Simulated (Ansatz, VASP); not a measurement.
**Two plane-wave programs on Sb**

File INCAR:

```
PREC = Accurate
ENCUT = 520
EDIFF = 1E-6
ISMEAR = 0
SIGMA = 0.15
LREAL = F
LASPH = T
NELM = 60
ALGO = Normal
ISIF = 2
LWAVE = F
LCHARG = F
GGA = PS
NBANDS = 12
```

File KPOINTS:

```
Automatic mesh
0
Gamma
  12 12 12
```

Contents of POSCAR:

```
Sb
1.0
    2.1506003320      1.2416496806      3.7440000000
   -2.1506003320      1.2416496806      3.7440000000
    0.0000000000     -2.4832993611      3.7440000000
Sb
2
Direct
    0.1490501015      0.3582940011      0.2536720513
    0.7663600000      0.7663600000      0.7663600000
```

Input for Ansatz:

```yaml
crystal:
  lattice:
    - [2.150600332, 1.2416496806, 3.744]
    - [-2.150600332, 1.2416496806, 3.744]
    - [0.0, -2.4832993611, 3.744]
  atoms:
    - { symbol: Sb, position: [0.1490501015, 0.3582940011, 0.2536720513] }
    - { symbol: Sb, position: [0.76636, 0.76636, 0.76636] }
basis:
  ecutwfc: 420
kpoints:
  mp_grid: { grid: [12, 12, 12] }
hamiltonian:
  xc: pbesol
scf:
  occupations: { method: gaussian, width: 0.15 }
output:
  forces: true
  stress: true
  eigenvalues: true
  write_density: true
  write_potential: true
  elf: true
  volumetric_format: npy
```

Alike in both runs: task single point; functional PBEsol; k mesh 12 × 12 × 12; occupations gaussian, width 0.15 eV; no spin polarisation.

```csv
,VASP,Ansatz
version,VASP 6.6.1,Ansatz 0.2.0
potentials or method,"VASP PAW PBE potentials, release 64 (Sb), cutoff 520 eV","scalar-relativistic, plane waves, PAW"
valence electrons in the cell,10,30
```

```csv
,VASP,Ansatz,Ansatz less VASP
gap on the k mesh at the Fermi level (eV),none,none,-
pressure (GPa),1.7,1.4,-0.25
"traceless stress, the component that is largest in VASP (GPa)",2.91,2.96,+0.052
rms of the force components (eV/Å),0.701,0.661,-0.0397
```

VASP's potentials were made for PBE, not for PBEsol. Atom by atom the forces differ by 0.040 eV/Å (rms over components). A gap of «none» marks a metal or a gap that the smearing closes. VASP's potentials hold 10 valence electrons a cell and Ansatz's 30, so a difference there can come from the potentials and not from the codes.

Spin-orbit coupling is off throughout.
